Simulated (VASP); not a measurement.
# Zn10S9 (a cell with a defect) in VASP: a series of runs

Runs on Zn10S9 (a cell with a defect). Level: PBE. Tasks: single point.

All numbers are computed with VASP 6.6.1; they aren't measurements. Logs are shortened: lines on timing, memory, paths and dates and some standing lists are left out, and cuts for length are marked.

### Step 1. The cell of the first run

The cell holds a defect, 19 atoms: a = 6.662 Å, b = 6.662 Å, c = 9.707 Å, α = 83.43°, β = 76.78°, γ = 60.00°.

### Step 2. Single point, PBE

Input file INCAR:

```
SYSTEM = Zn10S9
  PREC = Accurate
  ENCUT = 520
  EDIFF = 1E-6
  ISMEAR = 0
  SIGMA = 0.02
  LREAL = Auto
  LASPH = .True.
  NELM = 80
  ALGO = Normal
  ISIF = 2
  LWAVE = .False.
  LCHARG = .False.
  GGA = PE
  NBANDS = 102
```

Input file KPOINTS:

```
Automatic mesh
0
Gamma
  2 2 2
  0 0 0
```

Input file POSCAR:

```
Zn10S9
1.0
    0.0000000000     -6.6618213955      0.0000000000
    5.7693065640     -3.3309106977      0.0000000000
    0.0000000000     -2.2206071318      9.4492875670
Zn S
10 9
Direct
    0.6958520405      0.6487566501      0.9816160144
    0.3156526671      0.3454153420      0.9532535587
    0.0078316967      1.0050722623      0.9805105342
    0.4438651840      0.6743072078      0.6717502198
    0.1293096210      0.3281096227      0.6116437836
    0.7706001345     -0.0007749632      0.6838111291
    0.2178903621      0.6915806875      0.3522423227
    0.8288907225      0.3207818790      0.3550494126
    0.5822771810      0.9770765234      0.3363480027
    0.0332000939      0.5262980856      0.1576442657
    0.5841521742      0.6634520037      0.2427787263
    0.2280617679      0.3286349891      0.3447140302
    0.9299099372     -0.0076087134      0.2359755679
    0.1329019540      0.6885782470      0.5960492746
    0.7769085409      0.3314803918      0.5914258573
    0.5006760528     -0.0215694900      0.5829872317
    0.3710728745      0.6722703945      0.9131660920
    0.0285080749      0.3209527834      0.8663424562
    0.6800766043      1.0070860225      0.9284229036
```

Potentials or basis: VASP PAW PBE potentials, release 64 (Zn, S).

Started as:

```console
> cat potpaw_PBE.64/Zn/POTCAR potpaw_PBE.64/S/POTCAR > POTCAR
> mpirun -np 1 vasp_std > vasp.out
```

OUTCAR:

```text
SYSTEM = Zn10S9
   PREC = Accurate
   ENCUT = 520
   EDIFF = 1E-6
   ISMEAR = 0
   LREAL = Auto
   LASPH = .True.
   NELM = 80
   ISIF = 2
   GGA = PE

 ion  position               nearest neighbor table
   1  0.696  0.649  0.982-  17 2.33  19 2.34  18 2.35  11 2.47  10 2.87
   2  0.316  0.345  0.953-  19 2.33  18 2.34  10 2.35  17 2.36
   3  0.008  0.005  0.981-  18 2.32  17 2.33  19 2.34  13 2.42
   4  0.444  0.674  0.672-  17 2.28  16 2.28  15 2.30  14 2.31
   5  0.129  0.328  0.612-  16 2.39  15 2.39  14 2.40  18 2.41  12 2.52
   6  0.771  0.999  0.684-  16 2.30  14 2.30  15 2.31  19 2.31
   7  0.218  0.692  0.352-  14 2.30  11 2.35  13 2.37  12 2.39  10 3.03
   8  0.829  0.321  0.355-  15 2.24  13 2.31  11 2.36  12 2.66  10 2.73
   9  0.582  0.977  0.336-  16 2.33  12 2.34  13 2.35  11 2.36
  10  0.033  0.526  0.158-   2 2.35  12 2.35  11 2.60   8 2.73   1 2.87   7 3.03
  11  0.584  0.663  0.243-   7 2.35   8 2.36   9 2.36   1 2.47  10 2.60
  12  0.228  0.329  0.345-   9 2.34  10 2.35   7 2.39   5 2.52   8 2.66
  13  0.930  0.992  0.236-   8 2.31   9 2.35   7 2.37   3 2.42
  14  0.133  0.689  0.596-   6 2.30   7 2.30   4 2.31   5 2.40
  15  0.777  0.331  0.591-   8 2.24   4 2.30   6 2.31   5 2.39
  16  0.501  0.978  0.583-   4 2.28   6 2.30   9 2.33   5 2.39
  17  0.371  0.672  0.913-   4 2.28   3 2.33   1 2.33   2 2.36
  18  0.029  0.321  0.866-   3 2.32   2 2.34   1 2.35   5 2.41
  19  0.680  0.007  0.928-   6 2.31   2 2.33   1 2.34   3 2.34

  LATTYP: Found a base centered monoclinic cell.
 ALAT       =     6.6618213955
 B/A-ratio  =     1.7320508076
 C/A-ratio  =     1.4570648053
 COS(beta)  =    -0.2287704240

  Lattice vectors:

 A1 = (   5.7693065640,   3.3309106978,   0.0000000000)
 A2 = (  -5.7693065640,   3.3309106977,   0.0000000000)
 A3 = (   0.0000000000,  -2.2206071318,   9.4492875670)

Analysis of symmetry for initial positions (statically):
=====================================================================
 Subroutine PRICEL returns:
 Original cell was already a primitive cell.

 Routine SETGRP: Setting up the symmetry group for a
 base centered monoclinic supercell.

 Subroutine GETGRP returns: Found  1 space group operations
 (whereof  1 operations were pure point group operations)
 out of a pool of  4 trial point group operations.

The static configuration has the point symmetry C_1 .

Analysis of symmetry for dynamics (positions and initial velocities):
=====================================================================
 Subroutine PRICEL returns:
 Original cell was already a primitive cell.

 Routine SETGRP: Setting up the symmetry group for a
 base centered monoclinic supercell.

 Subroutine GETGRP returns: Found  1 space group operations
[... 129 lines left out ...]
   TEBEG  =    0.0;   TEEND  =   0.0 temperature during run
   PSTRESS=    0.0 pullay stress
   NELECT =     174.0000    total number of electrons
   NUPDOWN=      -1.0000    fix difference up-down
   EMIN   =  10.00;   EMAX   =-10.00  energy-range for DOS
   EFERMI =   0.00;   METHOD = LEGACY
   ISMEAR =     0;   SIGMA  =   0.02  broadening in eV -4-tet -1-fermi 0-gaus
   EFERMI_NEDOS =   21; number of points for ismear=-14 and -15
   IALGO  =     38    algorithm
   IMIX   =      4    mixing-type and parameters
     AMIX     =   0.40;   BMIX     =  1.00
     AMIX_MAG =   1.60;   BMIX_MAG =  1.00
  volume/ion in A,a.u.               =      19.11       128.99
  Fermi-wavevector in a.u.,A,eV,Ry     =   1.281011  2.420759 22.326996  1.640988
  Thomas-Fermi vector in A             =   2.413405
   LORBIT       =      0    0 simple, 1 ext, 2 COOP (PROOUT), +10 PAW based schemes
   GGA     = PE    functional components
   LHFCALC =     F    Hartree Fock is set to
   AEXX    =    0.0000 exact exchange contribution
   IVDW    =     0    specifies the selected vdW correction
   LEPSILON=     F    determine dielectric tensor
   LRPA    =     F    only Hartree local field effects (RPA)
 non-spin polarized calculation
 Gauss-broadening in eV      SIGMA  =   0.02
  energy-cutoff  :      520.00
  volume of cell :      363.17
 maximum number of plane-waves:      9832
 NGX is ok and might be reduce to    50
   NGX = 25   NGY = 25   NGZ = 37

 number of electron     173.9999987 magnetization

 Free energy of the ion-electron system (eV)
  ---------------------------------------------------
  ext. energy  EPLUGINS =         0.00000000
  ---------------------------------------------------
  free energy    TOTEN  =       -59.28048509 eV

  energy without entropy =      -59.28048509  energy(sigma->0) =      -59.28048509

 E-fermi :   3.9004     XC(G=0):  -9.8121

 val. band max:        3.7784370389   @ k =   0.0000   0.5000   0.0000
 cond. band min:       4.7813015776   @ k =   0.0000   0.0000   0.5000
 fundamental gap:      1.0028645387
 Fermi energy:         3.9003915506

 k-point     1 :       0.0000    0.0000    0.0000
  band No.  band energies     occupation
      1     -11.0543      2.00000
      2     -10.4424      2.00000
      3     -10.2812      2.00000
      4     -10.1375      2.00000
      5      -9.8116      2.00000
      6      -9.7721      2.00000
[... 805 lines left out ...]
     98       7.3688      0.00000
     99       7.5335      0.00000
 [bands above 99 left out]

------------------------ aborting loop because EDIFF is reached ----------------------------------------

  FORCE on cell =-STRESS in cart. coord.  units (eV):
  Direction    XX          YY          ZZ          XY          YZ          ZX
  --------------------------------------------------------------------------------------
  -------------------------------------------------------------------------------------
  Total        7.2156995      9.2767220     15.5058499     -0.7536926     -0.4261222     -0.5848949
  in kB       31.8326911     40.9250725     68.4054164     -3.3249809     -1.8798756     -2.5803150
  external PRESSURE =      47.0543933 kB  Pullay stress =       0.0000000 kB

 VOLUME and BASIS-vectors are now :
 -----------------------------------------------------------------------------
  energy-cutoff  :      520.00
  volume of cell :      363.17
      direct lattice vectors                 reciprocal lattice vectors
     0.000000000 -6.661821395  0.000000000    -0.086665528 -0.150109098 -0.035276028
     5.769306564 -3.330910698  0.000000000     0.173331056  0.000000000  0.000000000
     0.000000000 -2.220607132  9.449287567     0.000000000  0.000000000  0.105828084

 POSITION                                       TOTAL-FORCE (eV/Angst)
 -----------------------------------------------------------------------------------
      3.74288     -8.97638      9.27557        -0.020481     -0.032168      0.022497
      1.99281     -5.37017      9.00757         0.008437     -0.034345     -0.030248
      0.02926     -2.24640      9.26513        -0.017767     -0.008121      0.013874
      3.89029     -6.69470      6.34756         0.018898      0.013286     -0.022080
      1.89296     -3.31256      5.77960        -0.019960      0.018835      0.038025
      5.76484     -9.98041      6.46153        -0.028208      0.000637      0.011210
[... 11 lines left out ...]
      1.85168     -3.18279      8.18632        -0.028499     -0.011799      0.023997
      0.04088     -6.61581      8.77293        -0.003231     -0.008457      0.019673
 -----------------------------------------------------------------------------------
    total drift:                               -0.000324      0.006409      0.000320

  FREE ENERGIE OF THE ION-ELECTRON SYSTEM (eV)
  ---------------------------------------------------
  free  energy   TOTEN  =       -59.2804850869 eV

  energy  without entropy=      -59.2804850869  energy(sigma->0) =      -59.28048509
```

OSZICAR:

```text
N       E                     dE             d eps       ncg     rms          rms(c)
DAV:   1     0.167997851913E+04    0.16800E+04   -0.77384E+04  1632   0.211E+03
DAV:   2     0.242549831798E+03   -0.14374E+04   -0.13874E+04  1632   0.526E+02
DAV:   3    -0.395878856856E+02   -0.28214E+03   -0.27200E+03  1748   0.194E+02
DAV:   4    -0.629024183110E+02   -0.23315E+02   -0.23046E+02  1848   0.560E+01
DAV:   5    -0.635280699784E+02   -0.62565E+00   -0.62311E+00  1896   0.904E+00    0.235E+01
DAV:   6    -0.590936355005E+02    0.44344E+01   -0.87442E+00  2408   0.459E+01    0.174E+01
DAV:   7    -0.595823045610E+02   -0.48867E+00   -0.15256E+01  2032   0.139E+01    0.649E+00
DAV:   8    -0.592768379676E+02    0.30547E+00   -0.18033E+00  2048   0.165E+01    0.254E+00
DAV:   9    -0.592788856972E+02   -0.20477E-02   -0.40751E-01  2176   0.598E+00    0.784E-01
DAV:  10    -0.592791132383E+02   -0.22754E-03   -0.41610E-02  1992   0.301E+00    0.408E-01
DAV:  11    -0.592799336381E+02   -0.82040E-03   -0.89957E-03  1856   0.675E-01    0.288E-01
DAV:  12    -0.592802965205E+02   -0.36288E-03   -0.23214E-03  2064   0.555E-01    0.160E-01
DAV:  13    -0.592804499844E+02   -0.15346E-03   -0.64141E-04  1832   0.343E-01    0.286E-02
DAV:  14    -0.592804723686E+02   -0.22384E-04   -0.25474E-04  1928   0.171E-01    0.222E-02
DAV:  15    -0.592804821548E+02   -0.97862E-05   -0.40166E-05  1792   0.482E-02    0.137E-02
DAV:  16    -0.592804843398E+02   -0.21850E-05   -0.16708E-05  1904   0.511E-02    0.751E-03
DAV:  17    -0.592804850869E+02   -0.74703E-06   -0.47693E-06  1504   0.167E-02
   1 F= -.59280485E+02 E0= -.59280485E+02  d E =-.100303E-18
```

Run time: 18 min. Hardware: 1 thread of Intel Xeon Platinum 8259CL at 2.50GHz (Skylake/Cascade Lake), shared host; peak memory 0.51 GiB.

Results:

| Property | Result |
| --- | --- |
| Free energy | -59.2805 eV |
| Pressure | 4.7 GPa |
| Largest force | 0.270 eV/Å |
| Band gap on the k mesh | 1.00 eV |

Forces on the atoms (eV/Å):
```
Zn  -0.020 -0.032  0.022
Zn   0.008 -0.034 -0.030
Zn  -0.018 -0.008  0.014
Zn   0.019  0.013 -0.022
Zn  -0.020  0.019  0.038
Zn  -0.028  0.001  0.011
Zn  -0.070  0.052  0.002
Zn  -0.033 -0.245 -0.027
Zn   0.045  0.053 -0.023
Zn   0.249 -0.045 -0.097
S   -0.012  0.059  0.023
S   -0.054  0.181 -0.004
S   -0.014  0.019  0.006
S   -0.009 -0.005  0.034
S   -0.033  0.007  0.054
S    0.018  0.022 -0.031
S    0.004 -0.037 -0.015
S   -0.028 -0.012  0.024
S   -0.003 -0.008  0.020
```

Caveat: the k points lie up to 0.56 Å⁻¹ apart.

### Step 3. Single point, PBE

Input file INCAR:

```
  PREC = Accurate
  ENCUT = 520
  EDIFF = 1E-6
  ISMEAR = 0
  SIGMA = 0.02
  LREAL = Auto
  LASPH = T
  NELM = 60
  ALGO = Normal
  ISIF = 2
  LWAVE = F
  LCHARG = F
  GGA = PE
  NBANDS = 102
```

Input file KPOINTS:

```
Automatic mesh
0
Gamma
  2 2 2
```

Input file POSCAR:

```
Zn10S9
1.0
    0.0000000000     -6.6618213955      0.0000000000
    5.7693065640     -3.3309106977      0.0000000000
    0.0000000000     -2.2206071318      9.4492875670
Zn S
10 9
Direct
    0.6825668940      0.6571949259      0.9797963004
    0.3294469005      0.3198717176      0.9519335650
    0.0120818701      1.0154769789      0.9805816507
    0.4378444869      0.6668305727      0.6836486830
    0.1261583448      0.3360507850      0.6110903027
    0.7852671127     -0.0096198736      0.6724956728
    0.2265013876      0.6914801555      0.3373215152
    0.8064959060      0.3469689083      0.3571761338
    0.5774796808      0.9752040280      0.3505599736
    0.2109537976      0.1624314793      0.1598723702
    0.5897184984      0.6745871374      0.2353023955
    0.2256992532      0.3390610255      0.3475598532
    0.9169324429      0.0030551332      0.2416282692
    0.1464777334      0.6877119383      0.5837909960
    0.7750663650      0.3334563658      0.5920083351
    0.4917198798     -0.0250392310      0.5948820967
    0.3554682278      0.6585292284      0.9278913291
    0.0184875046      0.3417181906      0.8644193482
    0.7099384188      0.9915971593      0.9137723811
```

Potentials or basis: VASP PAW PBE potentials, release 64 (Zn, S).

Started as:

```console
> cat potpaw_PBE.64/Zn/POTCAR potpaw_PBE.64/S/POTCAR > POTCAR
> mpirun -np 1 vasp_std > vasp.out
```

Wall time 13 min (1 thread of Oxide Virtual Turin-like, shared host); peak memory 0.49 GiB.

The run converged. Its results:

| Quantity | Value |
| --- | --- |
| Free energy | -59.2193 eV |
| Pressure | 4.9 GPa |
| Largest force | 0.310 eV/Å |
| Band gap on the k mesh | 1.03 eV |

Forces in eV/Å, atoms in the order of the input:
```
Zn   0.021 -0.010  0.017
Zn   0.003 -0.036 -0.036
Zn   0.025 -0.027  0.018
Zn   0.029  0.012  0.011
Zn   0.022  0.015  0.027
Zn  -0.016  0.000 -0.024
Zn  -0.037  0.040 -0.031
Zn   0.035 -0.203 -0.013
Zn   0.061  0.048  0.012
Zn  -0.298 -0.031 -0.080
S    0.021  0.019  0.004
S    0.028  0.160  0.022
S    0.016  0.047  0.028
S   -0.002  0.002 -0.026
S    0.013 -0.005  0.035
S    0.035  0.019  0.006
S    0.005 -0.007  0.029
S    0.036 -0.011  0.010
S    0.002 -0.032 -0.008
```

Stress tensor (GPa, compression positive):
```
 3.23  0.30  0.26
 0.30  4.23 -0.29
 0.26 -0.29  7.14
```

Levels at points of the mesh, in eV from the valence-band top:
```
           k point  band 84  band 85  band 86  band 87  band 88  band 89  band 90  band 91
(0.00, 0.00, 0.00)    -1.85    -1.59    -1.57    -0.58     1.05     1.35     1.89     2.41
(0.50, 0.00, 0.00)    -2.34    -2.25    -2.13    -0.10     1.10     1.79     2.09     2.30
(0.50, 0.50, 0.00)    -2.29    -2.26    -2.17    -0.40     1.25     1.97     2.16     2.32
(0.00, 0.50, 0.00)    -2.37    -2.21    -2.07     0.00     1.12     1.47     2.18     2.44
(0.00, 0.00, 0.50)    -1.95    -1.68    -1.67    -0.23     1.03     1.69     2.02     2.15
(0.50, 0.00, 0.50)    -2.38    -2.28    -2.00    -0.48     1.41     1.82     2.10     2.33
(0.50, 0.50, 0.50)    -2.43    -2.34    -1.93    -0.32     1.16     1.47     2.11     2.24
(0.00, 0.50, 0.50)    -2.48    -2.23    -1.99    -0.47     1.24     1.61     2.10     2.24
```

Caveat: the k points lie up to 0.56 Å⁻¹ apart.

### Step 4. Single point, PBE

Input file INCAR:

```
PREC     = Accurate       # precision mode
ENCUT    = 520            # plane-wave cutoff, eV
EDIFF    = 1E-6           # SCF threshold, eV
ISMEAR   = 0              # smearing method
SIGMA    = 0.02           # smearing width, eV
LREAL    = Auto         
LASPH    = T              # aspherical terms in the spheres
NELM     = 60             # most SCF steps
ALGO     = Normal         # electronic algorithm
ISIF     = 2              # what is computed and relaxed
LWAVE    = F              # write WAVECAR
LCHARG   = T              # write CHGCAR
GGA      = PE             # functional
LELF     = T              # ELF
LVHAR    = T            
NBANDS   = 102            # bands
```

KPOINTS is that of step 3.

Input file POSCAR:

```
Zn10S9
1.0
    0.0000000000     -6.6618213955      0.0000000000
    5.7693065640     -3.3309106977      0.0000000000
    0.0000000000     -2.2206071318      9.4492875670
Zn S
10 9
Direct
    0.6843946319      0.6488225159      0.9731407722
    0.3022203270      0.3289462917      0.9628976720
    0.0040189615      1.0098969322      0.9746662841
    0.4513705564      0.6571616464      0.6796295440
    0.1432032459      0.3298072271      0.5975303387
    0.7752483422      0.0067779376      0.6810490161
    0.2284877743      0.7306697873      0.3498563227
    0.6862169406      0.3315871637      0.3656230140
    0.6256420808      0.9400056904      0.3457847988
    0.0765257285      0.3669174062      0.1910446674
    0.6087291979      0.6700453438      0.2305998187
    0.3217791858      0.3341838362      0.3457824706
    0.9472496111     -0.0033707690      0.2298983902
    0.1361827170      0.6978625516      0.5931194241
    0.7881832821      0.3317287752      0.5739181882
    0.5063424746     -0.0367094377      0.5904802833
    0.3543194207      0.6583127379      0.9214981488
    0.0191937945      0.3290950098      0.8557134009
    0.6816631143      1.0014924560      0.9234984054
```

Started as:

```console
> cat potpaw_PBE.64/Zn/POTCAR potpaw_PBE.64/S/POTCAR > POTCAR
> mpirun -np 1 vasp_std > vasp.out
```

Run time: 15 min. Hardware: 1 thread of Oxide Virtual Turin-like, shared host; peak memory 0.46 GiB.

The run converged. Its results:

```yaml
Free_energy: -59.1912 eV
Pressure: 4.5 GPa
Largest_force: 0.060 eV/Å
Band_gap_on_the_k_mesh: 1.37 eV
```

Forces in eV/Å, atoms in the order of the input:
```
Zn   0.004 -0.002  0.019
Zn  -0.001 -0.024  0.006
Zn   0.014 -0.014  0.007
Zn  -0.006  0.016 -0.017
Zn  -0.004 -0.003 -0.030
Zn   0.010 -0.018 -0.018
Zn   0.014  0.012 -0.025
Zn   0.009  0.053  0.011
Zn  -0.017  0.012 -0.021
Zn  -0.032  0.030  0.000
S    0.016 -0.025 -0.008
S   -0.030 -0.010  0.003
S   -0.010 -0.042  0.009
S    0.038 -0.021  0.020
S   -0.043 -0.004 -0.027
S    0.047  0.019 -0.015
S   -0.006 -0.004  0.048
S   -0.039 -0.013  0.008
S    0.037  0.037  0.029
```

Stress tensor (GPa, compression positive):
```
 4.25 -0.09  0.10
-0.09  3.90 -0.86
 0.10 -0.86  5.42
```

Levels at points of the mesh, in eV from the valence-band top:
```csv
k point,band 84,band 85,band 86,band 87,band 88,band 89,band 90,band 91
"(0.00, 0.00, 0.00)",-1.50,-1.32,-1.22,-0.53,1.37,1.76,2.27,2.56
"(0.50, 0.00, 0.00)",-2.02,-1.88,-1.53,-0.09,1.42,1.97,2.46,2.52
"(0.50, 0.50, 0.00)",-1.99,-1.91,-1.52,-0.02,1.45,1.85,2.45,2.54
"(0.00, 0.50, 0.00)",-2.25,-1.65,-1.60,-0.08,1.91,1.98,2.50,2.56
"(0.00, 0.00, 0.50)",-1.61,-1.40,-1.32,0.00,1.46,2.01,2.17,2.51
"(0.50, 0.00, 0.50)",-2.11,-1.96,-1.56,-0.37,1.63,2.07,2.30,2.55
"(0.50, 0.50, 0.50)",-2.11,-1.96,-1.58,-0.37,1.70,2.12,2.26,2.55
"(0.00, 0.50, 0.50)",-2.16,-1.73,-1.51,-0.23,1.68,2.21,2.35,2.37
```

Caveat: the k points lie up to 0.56 Å⁻¹ apart.
